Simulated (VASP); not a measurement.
# Sb (R-3m) in VASP: further runs

Sb is run at these levels: PBE exchange alone, LDA; tasks: single point.

Program: VASP 6.6.1. These are calculated values, not measurements. Logs are shortened: lines on timing, memory, paths and dates and some standing lists are left out, and cuts for length are marked.

## 1. The cell of the first run

The structure is trigonal, space group R-3m (No. 166). Conventional cell: a = 4.279 Å, b = 4.279 Å, c = 11.198 Å, α = 90.00°, β = 90.00°, γ = 120.00°. Within 3.8 Å of Sb (site symmetry 3m) lie 6 Sb at 2.89 to 3.33 Å.

## 2. Single point, PBE exchange alone

INCAR

```
SYSTEM = Sb
PREC = Accurate ; ENCUT = 500
EDIFF = 1E-6 ; ISMEAR = -1
SIGMA = 0.05 ; LREAL = .FALSE.
LASPH = .TRUE. ; NELM = 120
ALGO = Normal ; ISIF = 2
LWAVE = .FALSE. ; LCHARG = .FALSE.
GGA = PE ; ALDAC = 0.0
AGGAC = 0.0 ; NBANDS = 22
GGA_COMPAT = .FALSE.
```

KPOINTS

```
Automatic mesh
0
G
  8 8 8
  0 0 0
```

POSCAR

```
Sb
1.0
    2.1397418462      1.2353805309      3.7327777635
   -2.1397418462      1.2353805309      3.7327777635
    0.0000000000     -2.4707610619      3.7327777635
Sb
2
Direct
    0.7665100000      0.7665100000      0.7665100000
    0.2334900000      0.2334900000      0.2334900000
```

Potentials or basis: VASP PAW PBE potentials, release 64 (Sb_d_GW).

Started as:

```bash
$ cat potpaw_PBE.64/Sb_d_GW/POTCAR > POTCAR
$ mpirun -np 1 vasp_std > vasp.out
```

OUTCAR:

```text
SYSTEM = Sb
   PREC = Accurate
   ENCUT = 500
   EDIFF = 1E-6
   ISMEAR = -1
   LREAL = .FALSE.
   LASPH = .TRUE.
   NELM = 120
   ISIF = 2
   GGA = PE

 ion  position               nearest neighbor table
   1  0.767  0.767  0.767-   2 2.89   2 2.89   2 2.89   2 3.33   2 3.33   2 3.33
   2  0.233  0.233  0.233-   1 2.89   1 2.89   1 2.89   1 3.33   1 3.33   1 3.33

  LATTYP: Found a trigonal (rhomboedric) cell.
 ALAT       =     4.4764148664
 COS(alpha) =     0.5430253624

  Lattice vectors:

 A1 = (   2.1397418462,   1.2353805309,   3.7327777635)
 A2 = (  -2.1397418462,   1.2353805309,   3.7327777635)
 A3 = (   0.0000000000,  -2.4707610619,   3.7327777635)

Analysis of symmetry for initial positions (statically):
=====================================================================
 Subroutine PRICEL returns:
 Original cell was already a primitive cell.

 Routine SETGRP: Setting up the symmetry group for a
 trigonal (rhombohedral) supercell.

 Subroutine GETGRP returns: Found 12 space group operations
 (whereof 12 operations were pure point group operations)
 out of a pool of 12 trial point group operations.

The static configuration has the point symmetry D_3d.

Analysis of symmetry for dynamics (positions and initial velocities):
=====================================================================
 Subroutine PRICEL returns:
 Original cell was already a primitive cell.

 Routine SETGRP: Setting up the symmetry group for a
 trigonal (rhombohedral) supercell.

 Subroutine GETGRP returns: Found 12 space group operations
 (whereof 12 operations were pure point group operations)
 out of a pool of 12 trial point group operations.

The dynamic configuration has the point symmetry D_3d.

 Subroutine INISYM returns: Found 12 space group operations
 (whereof 12 operations are pure point group operations),
 and found     1 'primitive' translations

----------------------------------------------------------------------------------------

                                     Primitive cell

  volume of cell :      59.2032

  direct lattice vectors                    reciprocal lattice vectors
     2.139741846  1.235380531  3.732777764     0.233673048  0.134911197  0.089299003
    -2.139741846  1.235380531  3.732777764    -0.233673048  0.134911197  0.089299003
     0.000000000 -2.470761062  3.732777764     0.000000000 -0.269822395  0.089299003

  length of vectors
     4.476414866  4.476414866  4.476414866     0.284215476  0.284215476  0.284215476

  position of ions in fractional coordinates (direct lattice)
     0.766510000  0.766510000  0.766510000
     0.233490000  0.233490000  0.233490000

  ion indices of the primitive-cell ions
   primitive index   ion index
                 1           1
                 2           2

----------------------------------------------------------------------------------------

 KPOINTS: Automatic mesh

Automatic generation of k-mesh.
 Grid dimensions read from file:
 generate k-points for:    8    8    8

 Generating k-lattice:

  Cartesian coordinates                     Fractional coordinates (reciprocal lattice)
     0.029209131  0.016863900  0.011162375     0.125000000  0.000000000  0.000000000
    -0.029209131  0.016863900  0.011162375     0.000000000  0.125000000  0.000000000
     0.000000000 -0.033727799  0.011162375     0.000000000  0.000000000  0.125000000

  Length of vectors
     0.035526934  0.035526934  0.035526934

  Shift w.r.t. Gamma in fractional coordinates (k-lattice)
     0.000000000  0.000000000  0.000000000

 Subroutine IBZKPT returns following result:
 ===========================================

 Found     65 irreducible k-points:

 Following reciprocal coordinates:
            Coordinates               Weight
  0.000000  0.000000  0.000000      1.000000
  0.125000 -0.000000  0.000000      6.000000
  0.250000 -0.000000  0.000000      6.000000
  0.375000 -0.000000  0.000000      6.000000
  0.500000 -0.000000  0.000000      3.000000
  0.125000  0.125000  0.000000      6.000000
[... 16 lines left out ...]
  0.250000  0.125000  0.125000      6.000000
  0.375000  0.125000  0.125000      6.000000
 [... further k-points ...]
   k-points           NKPTS =     65   k-points in BZ     NKDIM =     65   number of bands    NBANDS=     22
   number of dos      NEDOS =    301   number of ions     NIONS =      2
   total plane-waves  NPLWV =  46656
   dimension x,y,z NGX =    36 NGY =   36 NGZ =   36
   dimension x,y,z NGXF=    72 NGYF=   72 NGZF=   72
   ions per type =               2
   NGX,Y,Z   is equivalent  to a cutoff of  13.37, 13.37, 13.37 a.u.
   NGXF,Y,Z  is equivalent  to a cutoff of  26.74, 26.74, 26.74 a.u.
 SYSTEM =  Sb
   PREC   = accura    normal or accurate (medium, high low for compatibility)
   ISTART =      0    job   : 0-new  1-cont  2-samecut
   ICHARG =      2    charge: 1-file 2-atom 10-const
   ISPIN  =      1    spin polarized calculation?
   LNONCOLLINEAR =      F non collinear calculations
   LSORBIT =      F    spin-orbit coupling
   LASPH  =      T    aspherical Exc in radial PAW
   ENCUT  =  500.0 eV  36.75 Ry    6.06 a.u.   8.16  8.16  8.16*2*pi/ulx,y,z
   NELM   =    120;   NELMIN=  2; NELMDL= -5     # of ELM steps
   EDIFF  = 0.1E-05   stopping-criterion for ELM
   LREAL  =      F    real-space projection
   EDIFFG = 0.1E-04   stopping-criterion for IOM
   NSW    =      0    number of steps for IOM
   IBRION =     -1    ionic relax: 0-MD 1-quasi-New 2-CG
   NFREE  =      0    steps in history (QN), initial steepest desc. (CG)
   ISIF   =      2    stress and relaxation
   ISYM   =      2    0-nonsym 1-usesym 2-fastsym
   POTIM  = 0.5000    time-step for ionic-motion
   TEBEG  =    0.0;   TEEND  =   0.0 temperature during run
   PSTRESS=    0.0 pullay stress
   NELECT =      30.0000    total number of electrons
   NUPDOWN=      -1.0000    fix difference up-down
   EMIN   =  10.00;   EMAX   =-10.00  energy-range for DOS
   EFERMI =   0.00;   METHOD = LEGACY
   ISMEAR =    -1;   SIGMA  =   0.05  broadening in eV -4-tet -1-fermi 0-gaus
   EFERMI_NEDOS =   21; number of points for ismear=-14 and -15
   IALGO  =     38    algorithm
   IMIX   =      4    mixing-type and parameters
     AMIX     =   0.40;   BMIX     =  1.00
     AMIX_MAG =   1.60;   BMIX_MAG =  1.00
  volume/ion in A,a.u.               =      29.60       199.76
  Fermi-wavevector in a.u.,A,eV,Ry     =   1.305169  2.466412 23.177063  1.703466
  Thomas-Fermi vector in A             =   2.436056
   LORBIT       =      0    0 simple, 1 ext, 2 COOP (PROOUT), +10 PAW based schemes
   GGA     = PE    functional components
   LHFCALC =     F    Hartree Fock is set to
   AEXX    =    0.0000 exact exchange contribution
   IVDW    =     0    specifies the selected vdW correction
   LEPSILON=     F    determine dielectric tensor
   LRPA    =     F    only Hartree local field effects (RPA)
 non-spin polarized calculation
  energy-cutoff  :      500.00
  volume of cell :       59.20
 maximum number of plane-waves:      1526
 NGX is ok and might be reduce to    36
   NGX = 17   NGY = 17   NGZ = 17

 number of electron      30.0000004 magnetization

 Free energy of the ion-electron system (eV)
  ---------------------------------------------------
  ext. energy  EPLUGINS =         0.00000000
  ---------------------------------------------------
  free energy    TOTEN  =        -5.16857173 eV

  energy without entropy =       -5.16540602  energy(sigma->0) =       -5.16698888

 E-fermi :   7.2268     XC(G=0):  -8.3077

 val. band max:        7.2176889381   @ k =   0.3750   0.2500   0.2500
 cond. band min:       7.2439792233   @ k =   0.3750   0.1250   0.1250
 fundamental gap:      0.0262902852
 Fermi energy:         7.2268001039

 k-point     1 :       0.0000    0.0000    0.0000
  band No.  band energies     occupation
      1     -22.1558      2.00000
      2     -22.1558      2.00000
      3     -22.0598      2.00000
      4     -22.0598      2.00000
      5     -22.0321      2.00000
      6     -21.9351      2.00000
[... 14 lines left out ...]
     21      12.5473      0.00000
     22      14.1083      0.00000

 k-point     2 :       0.1250   -0.0000    0.0000
  band No.  band energies     occupation
      1     -22.1490      2.00000
      2     -22.1461      2.00000
      3     -22.0565      2.00000
      4     -22.0542      2.00000
      5     -22.0279      2.00000
      6     -21.9396      2.00000
[... 14 lines left out ...]
     21      12.5289      0.00000
     22      15.1758      0.00000

 k-point     3 :       0.2500   -0.0000    0.0000
  band No.  band energies     occupation
      1     -22.1311      2.00000
      2     -22.1187      2.00000
      3     -22.0483      2.00000
      4     -22.0385      2.00000
      5     -22.0156      2.00000
      6     -21.9523      2.00000
[... 14 lines left out ...]
     21      13.3907      0.00000
     22      17.3606      0.00000

 k-point     4 :       0.3750   -0.0000    0.0000
  band No.  band energies     occupation
      1     -22.1097      2.00000
      2     -22.0793      2.00000
      3     -22.0393      2.00000
      4     -22.0165      2.00000
      5     -21.9988      2.00000
      6     -21.9758      2.00000
[... 14 lines left out ...]
     21      14.9247      0.00000
     22      17.5179      0.00000

 k-point     5 :       0.5000   -0.0000    0.0000
  band No.  band energies     occupation
      1     -22.0993      2.00000
      2     -22.0496      2.00000
      3     -22.0339      2.00000
      4     -22.0093      2.00000
      5     -21.9975      2.00000
      6     -21.9878      2.00000
[... 417 lines left out ...]
 k-point    22 :       0.1250    0.1250    0.1250
  band No.  band energies     occupation
      1     -22.1493      2.00000
      2     -22.1493      2.00000
      3     -22.0572      2.00000
      4     -22.0572      2.00000
      5     -22.0294      2.00000
      6     -21.9372      2.00000
[... 14 lines left out ...]
     21      12.6249      0.00000
     22      14.8742      0.00000

 k-point    23 :       0.2500    0.1250    0.1250
  band No.  band energies     occupation
      1     -22.1434      2.00000
      2     -22.1325      2.00000
      3     -22.0517      2.00000
      4     -22.0510      2.00000
      5     -22.0242      2.00000
      6     -21.9424      2.00000
[... 14 lines left out ...]
     21      13.4382      0.00000
     22      14.9648      0.00000

 k-point    24 :       0.3750    0.1250    0.1250
  band No.  band energies     occupation
      1     -22.1201      2.00000
      2     -22.1117      2.00000
      3     -22.0412      2.00000
      4     -22.0367      2.00000
      5     -22.0141      2.00000
      6     -21.9524      2.00000
[... 14 lines left out ...]
     21      14.6053      0.00000
     22      16.4905      0.00000

 [... further k-points ...]
[... 5 lines left out ...]
  --------------------------------------------------------------------------------------
  -------------------------------------------------------------------------------------
  Total        5.2661141      5.2661141      4.9410223      0.0000000     -0.0000000      0.0000000
  in kB      142.5132784    142.5132784    133.7155383      0.0000000     -0.0000000      0.0000000
  external PRESSURE =     139.5806984 kB  Pullay stress =       0.0000000 kB

 VOLUME and BASIS-vectors are now :
 -----------------------------------------------------------------------------
  energy-cutoff  :      500.00
  volume of cell :       59.20
      direct lattice vectors                 reciprocal lattice vectors
     2.139741846  1.235380531  3.732777764     0.233673048  0.134911197  0.089299003
    -2.139741846  1.235380531  3.732777764    -0.233673048  0.134911197  0.089299003
     0.000000000 -2.470761062  3.732777764     0.000000000 -0.269822395  0.089299003

 POSITION                                       TOTAL-FORCE (eV/Angst)
 -----------------------------------------------------------------------------------
      0.00000     -0.00000      8.58363         0.000000      0.000000     -0.408669
      0.00000     -0.00000      2.61470         0.000000     -0.000000      0.408669
 -----------------------------------------------------------------------------------
    total drift:                                0.000000     -0.000000      0.000000

  FREE ENERGIE OF THE ION-ELECTRON SYSTEM (eV)
  ---------------------------------------------------
  free  energy   TOTEN  =        -5.1685717307 eV

  energy  without entropy=       -5.1654060234  energy(sigma->0) =       -5.16698888
```

Wall time 82 s (1 thread of Intel Xeon Platinum 8259CL at 2.50GHz (Skylake/Cascade Lake), shared host); peak memory 0.25 GiB.

Results:

```
Free energy            : -5.1686 eV
Pressure               : 14.0 GPa
Largest force          : 0.409 eV/Å
Band gap on the k mesh : zero (band 15 reaches 7.24 eV, above the bottom of band 16 at 6.99 eV)
```

Forces in eV/Å, atoms in the order of the input:
```
Sb   0.000  0.000 -0.409
Sb   0.000  0.000  0.409
```

Stress tensor (GPa, compression positive):
```
14.25  0.00  0.00
 0.00 14.25  0.00
 0.00  0.00 13.37
```

Caveat: spin-orbit coupling is left out, which moves the levels of the heavy elements.

## 3. Single point, LDA

This run uses another cell than the first one, of 29.00 Å³/atom, 0.980 times its volume.

INCAR

```
SYSTEM = Sb
ALGO     = Normal         ! electronic algorithm
EDIFF    = 1E-6           ! SCF threshold, eV
ENCUT    = 500            ! plane-wave cutoff, eV
GGA      = CA             ! functional
GGA_COMPAT= .FALSE.      
ISIF     = 2              ! what is computed and relaxed
ISMEAR   = -1             ! smearing method
LASPH    = .TRUE.         ! aspherical terms in the spheres
LCHARG   = .TRUE.         ! write CHGCAR
LELF     = .TRUE.         ! ELF
LREAL    = .FALSE.        ! projectors in reciprocal space
LVHAR    = .TRUE.       
LWAVE    = .FALSE.        ! write WAVECAR
NBANDS   = 22             ! bands
NELM     = 120            ! most SCF steps
PREC     = Accurate       ! precision mode
SIGMA    = 0.05           ! smearing width, eV
```

KPOINTS

```
k-points
0
G
  8 8 8
  0 0 0
```

POSCAR

```
Sb
1.0
    2.1250856202      1.2269187549      3.7072099901
   -2.1250856202      1.2269187549      3.7072099901
    0.0000000000     -2.4538375098      3.7072099901
Sb
2
Direct
    0.7665100000      0.7665100000      0.7665100000
    0.2334900000      0.2334900000      0.2334900000
```

Potentials or basis: VASP PAW LDA potentials, release 64 (Sb_d_GW).

Started as:

```bash
$ cat potpaw_LDA.64/Sb_d_GW/POTCAR > POTCAR
$ mpirun -np 1 vasp_std > vasp.out
```

It took 28 s on 1 thread of Intel Xeon Platinum 8559C (Emerald Rapids), shared host; peak memory 0.2 GiB.

Results (log left out):

- Free energy: -9.6411 eV
- Pressure: 1.2 GPa
- Largest force: 0.238 eV/Å
- Band gap on the k mesh: zero (band 15 reaches 5.68 eV, above the bottom of band 16 at 5.38 eV)

Forces in eV/Å, atoms in the order of the input:
```
Sb   0.000  0.000 -0.238
Sb   0.000  0.000  0.238
```

Stress tensor (GPa, compression positive):
```
1.54 0.00 0.00
0.00 1.54 0.00
0.00 0.00 0.58
```

Levels at points of the mesh, in eV from the Fermi level:
| k point | band 11 | band 12 | band 13 | band 14 | band 15 | band 16 | band 17 | band 18 | band 19 | band 20 |
| --- | --- | --- | --- | --- | --- | --- | --- | --- | --- | --- |
| (0.00, 0.00, 0.00) | -13.15 | -4.79 | -2.25 | -1.95 | -1.95 | 2.02 | 2.66 | 2.66 | 5.08 | 5.08 |
| (0.50, 0.00, 0.00) | -10.68 | -9.94 | -2.10 | -1.99 | -0.40 | -0.30 | 0.07 | 0.37 | 7.55 | 8.46 |
| (0.50, 0.50, 0.00) | -10.65 | -8.19 | -5.75 | -4.02 | -3.91 | 1.35 | 5.01 | 5.58 | 7.12 | 9.27 |
| (0.50, 0.50, 0.50) | -11.54 | -9.29 | -1.44 | -1.44 | -0.54 | 0.00 | 0.00 | 1.09 | 6.99 | 9.01 |

Caveat: spin-orbit coupling is left out, which moves the levels of the heavy elements.

## 4. Single point, LDA

This run uses another cell than the first one, of 30.21 Å³/atom, 1.020 times its volume.

INCAR

```
SYSTEM = Sb
PREC = Accurate
ENCUT = 500
EDIFF = 1E-6
ISMEAR = -1
SIGMA = 0.05
LREAL = .FALSE.
LASPH = .TRUE.
NELM = 120
ALGO = Normal
ISIF = 2
LWAVE = .FALSE.
LCHARG = .FALSE.
GGA = CA
NBANDS = 22
GGA_COMPAT = .FALSE.
```

KPOINTS

```
Automatic mesh
0
G
  8 8 8
  0 0 0
```

POSCAR

```
Sb
1.0
    2.1542000000      1.2437279499      3.7580000000
   -2.1542000000      1.2437279499      3.7580000000
    0.0000000000     -2.4874558998      3.7580000000
Sb
2
Direct
    0.7665100000      0.7665100000      0.7665100000
    0.2334900000      0.2334900000      0.2334900000
```

Started as:

```bash
$ cat potpaw_LDA.64/Sb_d_GW/POTCAR > POTCAR
$ mpirun -np 1 vasp_std > vasp.out
```

It took 33 s on 1 thread of Intel Xeon 6975P-C (Granite Rapids), shared host; peak memory 0.22 GiB.

The run converged. Its results:

| Quantity | Value |
| --- | --- |
| Free energy | -9.6424 eV |
| Pressure | -1.2 GPa |
| Largest force | 0.021 eV/Å |
| Band gap on the k mesh | zero (band 15 reaches 5.22 eV, above the bottom of band 16 at 4.91 eV) |

Forces in eV/Å, atoms in the order of the input:
```
Sb   0.000  0.000 -0.021
Sb   0.000  0.000  0.021
```

Stress tensor (GPa, compression positive):
```
-1.08  0.00  0.00
 0.00 -1.08  0.00
 0.00  0.00 -1.55
```

Levels at points of the mesh, in eV from the Fermi level:
| k point | band 13 | band 14 | band 15 | band 16 | band 17 | band 18 |
| --- | --- | --- | --- | --- | --- | --- |
| (0.00, 0.00, 0.00) | -2.12 | -1.85 | -1.85 | 2.01 | 2.61 | 2.61 |
| (0.50, 0.00, 0.00) | -1.98 | -1.88 | -0.36 | -0.30 | 0.10 | 0.43 |
| (0.50, 0.50, 0.00) | -5.50 | -3.81 | -3.71 | 1.50 | 4.81 | 5.39 |
| (0.50, 0.50, 0.50) | -1.36 | -1.36 | -0.58 | 0.06 | 0.06 | 1.01 |

Caveat: spin-orbit coupling is left out, which moves the levels of the heavy elements.

## 5. Overview

| level | potentials or basis | cell | gap on the mesh (eV) | pressure (GPa) | largest force (eV/Å) |
| --- | --- | --- | --- | --- | --- |
| PBE exchange alone | VASP PAW PBE potentials, release 64 (Sb_d_GW) | a = 4.476 Å, angles 57.1°, 2 atoms | none | 14.0 | 0.41 |
| LDA | VASP PAW LDA potentials, release 64 (Sb_d_GW) | a = 4.446 Å, angles 57.1°, 2 atoms | none | 1.2 | 0.24 |
| LDA | VASP PAW LDA potentials, release 64 (Sb_d_GW) | a = 4.507 Å, angles 57.1°, 2 atoms | none | -1.2 | 0.02 |

Alike in all rows: task single point; no spin polarisation; k mesh 8 × 8 × 8; cutoff (eV) 500; smearing fermi-dirac 0.05 eV.

Caveats: spin-orbit coupling is left out, which moves the levels of the heavy elements.

Absolute energies hang on the potentials; compare differences alone.
